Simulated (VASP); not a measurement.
Here is a VASP 6.6.1 calculation.

POSCAR

```
HfO2
1.0
    4.8382036345      0.0000000000      0.0000000000
    0.0000000000      4.8382036345      0.0000000000
    0.0000000000      0.0000000000      3.2203479159
Hf O
2 4
Direct
    0.0000000000      0.0000000000     -0.0310525454
    0.5000000000      0.5000000000      0.5310525454
    0.1949191830      0.8050808170      0.4890933535
    0.3050808170      0.3050808170      0.0109066465
    0.6949191830      0.6949191830      0.0109066465
    0.8050808170      0.1949191830      0.4890933535
```

Contents of INCAR.step1:

```
SYSTEM = HfO2
PREC     = Accurate       ! precision mode
ENCUT    = 520            ! plane-wave cutoff, eV
ISMEAR   = 0              ! smearing method
SIGMA    = 0.05           ! smearing width, eV
LREAL    = .False.        ! projectors in reciprocal space
LASPH    = .True.         ! aspherical terms in the spheres
NELM     = 80             ! most SCF steps
NBANDS   = 31             ! bands
GGA      = PE             ! functional
ALGO     = Normal         ! electronic algorithm
EDIFF    = 1E-4           ! SCF threshold, eV
LWAVE    = .True.         ! write WAVECAR
LCHARG   = .False.        ! write CHGCAR
```

INCAR.step2

```
SYSTEM = HfO2
PREC     = Accurate       ! precision mode
ENCUT    = 520            ! plane-wave cutoff, eV
EDIFF    = 1E-6           ! SCF threshold, eV
ISMEAR   = 0              ! smearing method
SIGMA    = 0.05           ! smearing width, eV
LREAL    = .False.        ! projectors in reciprocal space
LASPH    = .True.         ! aspherical terms in the spheres
NELM     = 80             ! most SCF steps
ALGO     = Normal         ! electronic algorithm
ISIF     = 2              ! what is computed and relaxed
LWAVE    = .False.        ! write WAVECAR
LCHARG   = .False.        ! write CHGCAR
METAGGA  = R2SCAN         ! meta-GGA
LMIXTAU  = .True.       
NBANDS   = 31             ! bands
ISTART   = 1
```

File KPOINTS:

```
Automatic mesh
0
Gamma
  6 6 8
  0 0 0
```

Potentials or basis: VASP PAW PBE potentials, release 64 (Hf_pv, O).

Launch:

```sh
$ cat potpaw_PBE.64/Hf_pv/POTCAR potpaw_PBE.64/O/POTCAR > POTCAR
$ cp INCAR.step1 INCAR
$ mpirun -np 1 vasp_std > vasp.out
$ cp INCAR.step2 INCAR
$ mpirun -np 1 vasp_std > vasp.out
```

(1) Estimate the largest force.

(2) Predict the pressure.

## Answers

(1) 0.633 eV/Å.

(2) -2.9 GPa.

Caveat: the cell differs from its parent crystal (atoms displaced along a vibrational mode); the PAW data sets were made with another functional, which shifts forces and pressure a little.
